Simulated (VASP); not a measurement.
# Al (Fm-3m) in VASP: a series of runs

Al is run at these levels: LDA; tasks: single point.

All numbers are computed with VASP 6.6.1; they aren't measurements. Logs are shortened: lines on timing, memory, paths and dates and some standing lists are left out, and cuts for length are marked.

## (1) The cell of the first run

It takes space group Fm-3m (No. 225, cubic). The conventional cell has a = 3.983 Å, b = 3.983 Å, c = 3.983 Å, α = 90.00°, β = 90.00°, γ = 90.00°. Al (site symmetry m-3m) has 12 Al at 2.82 Å within 3.7 Å.

## (2) Single point, LDA

INCAR reads:

```
SYSTEM = Al
PREC     = Accurate       ! precision mode
ENCUT    = 500            ! plane-wave cutoff, eV
EDIFF    = 1E-6           ! SCF threshold, eV
ISMEAR   = 1              ! smearing method
SIGMA    = 0.1            ! smearing width, eV
LREAL    = .FALSE.        ! projectors in reciprocal space
LASPH    = .TRUE.         ! aspherical terms in the spheres
NELM     = 120            ! most SCF steps
ALGO     = Normal         ! electronic algorithm
ISIF     = 2              ! what is computed and relaxed
LWAVE    = .FALSE.        ! write WAVECAR
LCHARG   = .FALSE.        ! write CHGCAR
NBANDS   = 8              ! bands
GGA_COMPAT= .FALSE.
```

KPOINTS reads:

```
regular mesh
0
G
  9 9 9
  0 0 0
```

POSCAR reads:

```
Al
1.0
    0.0000000000      1.9914564515      1.9914564515
    1.9914564515      0.0000000000      1.9914564515
    1.9914564515      1.9914564515      0.0000000000
Al
1
Direct
    0.0000000000      0.0000000000      0.0000000000
```

Potentials or basis: VASP PAW LDA potentials, release 64 (Al).

Run with:

```bash
$ cat potpaw_LDA.64/Al/POTCAR > POTCAR
$ mpirun -np 1 vasp_std > vasp.out
```

OUTCAR:

```text
SYSTEM = Al
   PREC = Accurate
   ENCUT = 500
   EDIFF = 1E-6
   ISMEAR = 1
   LREAL = .FALSE.
   LASPH = .TRUE.
   NELM = 120
   ISIF = 2

 ion  position               nearest neighbor table
   1  0.000  0.000  0.000-

  LATTYP: Found a face centered cubic cell.
 ALAT       =     3.9829129030

  Lattice vectors:

 A1 = (   0.0000000000,   1.9914564515,   1.9914564515)
 A2 = (   1.9914564515,   0.0000000000,   1.9914564515)
 A3 = (   1.9914564515,   1.9914564515,   0.0000000000)

Analysis of symmetry for initial positions (statically):
=====================================================================
 Subroutine PRICEL returns:
 Original cell was already a primitive cell.

 Routine SETGRP: Setting up the symmetry group for a
 face centered cubic supercell.

 Subroutine GETGRP returns: Found 48 space group operations
 (whereof 48 operations were pure point group operations)
 out of a pool of 48 trial point group operations.

The static configuration has the point symmetry O_h .

Analysis of symmetry for dynamics (positions and initial velocities):
=====================================================================
 Subroutine PRICEL returns:
 Original cell was already a primitive cell.

 Routine SETGRP: Setting up the symmetry group for a
 face centered cubic supercell.

 Subroutine GETGRP returns: Found 48 space group operations
 (whereof 48 operations were pure point group operations)
 out of a pool of 48 trial point group operations.

The dynamic configuration has the point symmetry O_h .

 Subroutine INISYM returns: Found 48 space group operations
 (whereof 48 operations are pure point group operations),
 and found     1 'primitive' translations

----------------------------------------------------------------------------------------

                                     Primitive cell

  volume of cell :      15.7958

  direct lattice vectors                    reciprocal lattice vectors
     0.000000000  1.991456451  1.991456451    -0.251072525  0.251072525  0.251072525
     1.991456451  0.000000000  1.991456451     0.251072525 -0.251072525  0.251072525
     1.991456451  1.991456451  0.000000000     0.251072525  0.251072525 -0.251072525

  length of vectors
     2.816344723  2.816344723  2.816344723     0.434870370  0.434870370  0.434870370

  position of ions in fractional coordinates (direct lattice)
     0.000000000  0.000000000  0.000000000

  ion indices of the primitive-cell ions
   primitive index   ion index
                 1           1

----------------------------------------------------------------------------------------

 KPOINTS: regular mesh

Automatic generation of k-mesh.
 Grid dimensions read from file:
 generate k-points for:    9    9    9

 Generating k-lattice:

  Cartesian coordinates                     Fractional coordinates (reciprocal lattice)
    -0.027896947  0.027896947  0.027896947     0.111111111  0.000000000  0.000000000
     0.027896947 -0.027896947  0.027896947     0.000000000  0.111111111  0.000000000
     0.027896947  0.027896947 -0.027896947     0.000000000  0.000000000  0.111111111

  Length of vectors
     0.048318930  0.048318930  0.048318930

  Shift w.r.t. Gamma in fractional coordinates (k-lattice)
     0.000000000  0.000000000  0.000000000

 Subroutine IBZKPT returns following result:
 ===========================================

 Found     35 irreducible k-points:

 Following reciprocal coordinates:
            Coordinates               Weight
  0.000000  0.000000  0.000000      1.000000
  0.111111  0.000000  0.000000      8.000000
  0.222222  0.000000  0.000000      8.000000
  0.333333  0.000000  0.000000      8.000000
  0.444444  0.000000  0.000000      8.000000
  0.111111  0.111111  0.000000      6.000000
[... 16 lines left out ...]
 -0.333333  0.333333  0.000000     12.000000
  0.444444  0.444444  0.000000      6.000000
 [... further k-points ...]
   k-points           NKPTS =     35   k-points in BZ     NKDIM =     35   number of bands    NBANDS=      8
   number of dos      NEDOS =    301   number of ions     NIONS =      1
   total plane-waves  NPLWV =  13824
   dimension x,y,z NGX =    24 NGY =   24 NGZ =   24
   dimension x,y,z NGXF=    48 NGYF=   48 NGZF=   48
   ions per type =               1
   NGX,Y,Z   is equivalent  to a cutoff of  14.17, 14.17, 14.17 a.u.
   NGXF,Y,Z  is equivalent  to a cutoff of  28.33, 28.33, 28.33 a.u.
 SYSTEM =  Al
   PREC   = accura    normal or accurate (medium, high low for compatibility)
   ISTART =      0    job   : 0-new  1-cont  2-samecut
   ICHARG =      2    charge: 1-file 2-atom 10-const
   ISPIN  =      1    spin polarized calculation?
   LNONCOLLINEAR =      F non collinear calculations
   LSORBIT =      F    spin-orbit coupling
   LASPH  =      T    aspherical Exc in radial PAW
   ENCUT  =  500.0 eV  36.75 Ry    6.06 a.u.   5.13  5.13  5.13*2*pi/ulx,y,z
   NELM   =    120;   NELMIN=  2; NELMDL= -5     # of ELM steps
   EDIFF  = 0.1E-05   stopping-criterion for ELM
   LREAL  =      F    real-space projection
   EDIFFG = 0.1E-04   stopping-criterion for IOM
   NSW    =      0    number of steps for IOM
   IBRION =     -1    ionic relax: 0-MD 1-quasi-New 2-CG
   NFREE  =      0    steps in history (QN), initial steepest desc. (CG)
   ISIF   =      2    stress and relaxation
   ISYM   =      2    0-nonsym 1-usesym 2-fastsym
   POTIM  = 0.5000    time-step for ionic-motion
   TEBEG  =    0.0;   TEEND  =   0.0 temperature during run
   PSTRESS=    0.0 pullay stress
   NELECT =       3.0000    total number of electrons
   NUPDOWN=      -1.0000    fix difference up-down
   EMIN   =  10.00;   EMAX   =-10.00  energy-range for DOS
   EFERMI =   0.00;   METHOD = LEGACY
   ISMEAR =     1;   SIGMA  =   0.10  broadening in eV -4-tet -1-fermi 0-gaus
   EFERMI_NEDOS =   21; number of points for ismear=-14 and -15
   IALGO  =     38    algorithm
   IMIX   =      4    mixing-type and parameters
     AMIX     =   0.40;   BMIX     =  1.00
     AMIX_MAG =   1.60;   BMIX_MAG =  1.00
  volume/ion in A,a.u.               =      15.80       106.60
  Fermi-wavevector in a.u.,A,eV,Ry     =   0.941025  1.778279 12.048337  0.885528
  Thomas-Fermi vector in A             =   2.068495
   LORBIT       =      0    0 simple, 1 ext, 2 COOP (PROOUT), +10 PAW based schemes
   GGA     = CA    functional components
   LHFCALC =     F    Hartree Fock is set to
   AEXX    =    0.0000 exact exchange contribution
   IVDW    =     0    specifies the selected vdW correction
   LEPSILON=     F    determine dielectric tensor
   LRPA    =     F    only Hartree local field effects (RPA)
 non-spin polarized calculation
 Methfessel and Paxton  Order N= 1 SIGMA  =   0.10
  energy-cutoff  :      500.00
  volume of cell :       15.80
 maximum number of plane-waves:       412
 NGX is ok and might be reduce to    24
   NGX = 11   NGY = 11   NGZ = 11

 number of electron       3.0000000 magnetization

 Free energy of the ion-electron system (eV)
  ---------------------------------------------------
  ext. energy  EPLUGINS =         0.00000000
  ---------------------------------------------------
  free energy    TOTEN  =        -4.15990082 eV

  energy without entropy =       -4.15893021  energy(sigma->0) =       -4.15957728

 E-fermi :   8.2238     XC(G=0): -10.5051

 val. band max:        8.1176859191   @ k =   0.4444   0.4444   0.0000
 cond. band min:       8.2506791946   @ k =  -0.4444   0.3333   0.1111
 fundamental gap:      0.1329932754
 Fermi energy:         8.2237887710

 k-point     1 :       0.0000    0.0000    0.0000
  band No.  band energies     occupation
      1      -3.1516      2.00000
      2      21.0620      0.00000
      3      21.0620      0.00000
      4      21.0620      0.00000
      5      22.7221      0.00000
      6      22.7221      0.00000
      7      22.7221      0.00000
      8      25.1850      0.00000

 k-point     2 :       0.1111    0.0000    0.0000
  band No.  band energies     occupation
      1      -2.8073      2.00000
      2      17.3069      0.00000
      3      20.2681      0.00000
      4      20.2681      0.00000
      5      23.3759      0.00000
      6      24.0178      0.00000
      7      24.0178      0.00000
      8      26.4715      0.00000

 k-point     3 :       0.2222    0.0000    0.0000
  band No.  band energies     occupation
      1      -1.7797      2.00000
      2      12.8262      0.00000
      3      19.4978      0.00000
      4      19.4978      0.00000
      5      23.0521      0.00000
      6      23.8050      0.00000
      7      23.8050      0.00000
      8      26.8131      0.00000

 k-point     4 :       0.3333    0.0000    0.0000
  band No.  band energies     occupation
      1      -0.0842      2.00000
      2       8.7579     -0.00000
      3      19.2449      0.00000
      4      19.2449      0.00000
      5      21.8779      0.00000
      6      21.8779      0.00000
      7      22.9708      0.00000
      8      26.0562      0.00000

 k-point     5 :       0.4444    0.0000    0.0000
  band No.  band energies     occupation
      1       2.2532      2.00000
      2       5.2233      2.00000
      3      19.5525      0.00000
      4      19.5525      0.00000
      5      20.4347      0.00000
      6      20.4347      0.00000
      7      23.4176      0.00000
      8      24.4722      0.00000
[... 177 lines left out ...]
 k-point    22 :      -0.4444    0.3333    0.0000
  band No.  band energies     occupation
      1       4.8185      2.00000
      2       7.7297      2.00000
      3       9.0571     -0.00000
      4      14.8659      0.00000
      5      16.5086      0.00000
      6      23.3596      0.00000
      7      29.6684      0.00000
      8      32.0178      0.00000

 k-point    23 :      -0.3333    0.3333    0.0000
  band No.  band energies     occupation
      1       4.8651      2.00000
      2       7.1326      2.00000
      3       8.6874     -0.00000
      4      15.7433      0.00000
      5      17.5625      0.00000
      6      27.3293      0.00000
      7      28.8870      0.00000
      8      28.8937      0.00000

 k-point    24 :       0.4444    0.4444    0.0000
  band No.  band energies     occupation
      1       3.9577      2.00000
      2       8.1177      2.06071
      3      13.6711      0.00000
      4      14.0882      0.00000
      5      14.0882      0.00000
      6      17.7282      0.00000
      7      33.5899      0.00000
      8      35.1992      0.00000

 [... further k-points ...]
[... 5 lines left out ...]
  --------------------------------------------------------------------------------------
  -------------------------------------------------------------------------------------
  Total        0.0642018      0.0642018      0.0642018      0.0000000      0.0000000     -0.0000000
  in kB        6.5120148      6.5120148      6.5120148      0.0000000      0.0000000     -0.0000000
  external PRESSURE =       6.5120148 kB  Pullay stress =       0.0000000 kB

 VOLUME and BASIS-vectors are now :
 -----------------------------------------------------------------------------
  energy-cutoff  :      500.00
  volume of cell :       15.80
      direct lattice vectors                 reciprocal lattice vectors
     0.000000000  1.991456451  1.991456451    -0.251072525  0.251072525  0.251072525
     1.991456451  0.000000000  1.991456451     0.251072525 -0.251072525  0.251072525
     1.991456451  1.991456451  0.000000000     0.251072525  0.251072525 -0.251072525

 POSITION                                       TOTAL-FORCE (eV/Angst)
 -----------------------------------------------------------------------------------
      0.00000      0.00000      0.00000         0.000000      0.000000      0.000000
 -----------------------------------------------------------------------------------
    total drift:                                0.000000     -0.000000     -0.000000

  FREE ENERGIE OF THE ION-ELECTRON SYSTEM (eV)
  ---------------------------------------------------
  free  energy   TOTEN  =        -4.1599008230 eV

  energy  without entropy=       -4.1589302087  energy(sigma->0) =       -4.15957728
```

Wall time 2.6 s (1 thread of Intel Xeon 6975P-C, shared host); peak memory 0.12 GiB.

Results:

```yaml
Free_energy: -4.1599 eV
Pressure: 0.7 GPa
```

## (3) Single point, LDA

This run uses another cell than the first one, of 15.83 Å³/atom, 1.002 times its volume.

INCAR reads:

```
SYSTEM = Al
  ALGO = Normal
  EDIFF = 1E-6
  ENCUT = 500
  GGA_COMPAT = .False.
  ISIF = 2
  ISMEAR = 1
  LASPH = .True.
  LCHARG = .True.
  LELF = .True.
  LREAL = .False.
  LVHAR = .True.
  LWAVE = .False.
  NBANDS = 8
  NELM = 120
  PREC = Accurate
  SIGMA = 0.1
```

KPOINTS reads:

```
k-points
0
Gamma
  9 9 9
  0 0 0
```

POSCAR reads:

```
Al
1.0
    0.0000000000      1.9929626353      1.9929626353
    1.9929626353      0.0000000000      1.9929626353
    1.9929626353      1.9929626353      0.0000000000
Al
1
Direct
    0.0000000000      0.0000000000      0.0000000000
```

Potentials or basis: VASP PAW LDA potentials, release 64 (Al).

Run with:

```bash
$ cat potpaw_LDA.64/Al/POTCAR > POTCAR
$ mpirun -np 1 vasp_std > vasp.out
```

OUTCAR:

```text
SYSTEM = Al
   EDIFF = 1E-6
   ENCUT = 500
   ISIF = 2
   ISMEAR = 1
   LASPH = .True.
   LREAL = .False.
   NELM = 120
   PREC = Accurate

 ion  position               nearest neighbor table
   1  0.000  0.000  0.000-

  LATTYP: Found a face centered cubic cell.
 ALAT       =     3.9859252706

  Lattice vectors:

 A1 = (   0.0000000000,   1.9929626353,   1.9929626353)
 A2 = (   1.9929626353,   0.0000000000,   1.9929626353)
 A3 = (   1.9929626353,   1.9929626353,   0.0000000000)

Analysis of symmetry for initial positions (statically):
[... 434 lines left out ...]
      1       3.9396      2.00000
      2       8.0930      2.06206
      3      13.6463      0.00000
      4      14.0528      0.00000
      5      14.0528      0.00000
      6      17.6815      0.00000
      7      33.5316      0.00000
      8      35.1371      0.00000

 [... further k-points ...]
[... 5 lines left out ...]
  --------------------------------------------------------------------------------------
  -------------------------------------------------------------------------------------
  Total        0.0441605      0.0441605      0.0441605      0.0000000      0.0000000     -0.0000000
  in kB        4.4690697      4.4690697      4.4690697      0.0000000      0.0000000     -0.0000000
  external PRESSURE =       4.4690697 kB  Pullay stress =       0.0000000 kB

 VOLUME and BASIS-vectors are now :
 -----------------------------------------------------------------------------
  energy-cutoff  :      500.00
  volume of cell :       15.83
      direct lattice vectors                 reciprocal lattice vectors
     0.000000000  1.992962635  1.992962635    -0.250882777  0.250882777  0.250882777
     1.992962635  0.000000000  1.992962635     0.250882777 -0.250882777  0.250882777
     1.992962635  1.992962635  0.000000000     0.250882777  0.250882777 -0.250882777

 POSITION                                       TOTAL-FORCE (eV/Angst)
 -----------------------------------------------------------------------------------
      0.00000      0.00000      0.00000        -0.000000      0.000000      0.000000
 -----------------------------------------------------------------------------------
    total drift:                               -0.000000      0.000000      0.000000

  FREE ENERGIE OF THE ION-ELECTRON SYSTEM (eV)
  ---------------------------------------------------
  free  energy   TOTEN  =        -4.1600265372 eV

  energy  without entropy=       -4.1590400898  energy(sigma->0) =       -4.15969772
```

It took 3.5 s on 1 thread of Intel Xeon 6975P-C, shared host; peak memory 0.12 GiB.

Results:

| Quantity | Value |
| --- | --- |
| Free energy | -4.1600 eV |
| Pressure | 0.4 GPa |

Levels at points of the mesh, in eV from the Fermi level:
| k point | band 1 | band 2 | band 3 | band 4 | band 5 |
| --- | --- | --- | --- | --- | --- |
| (0.00, 0.00, 0.00) | -11.36 | 12.82 | 12.82 | 12.82 | 14.47 |
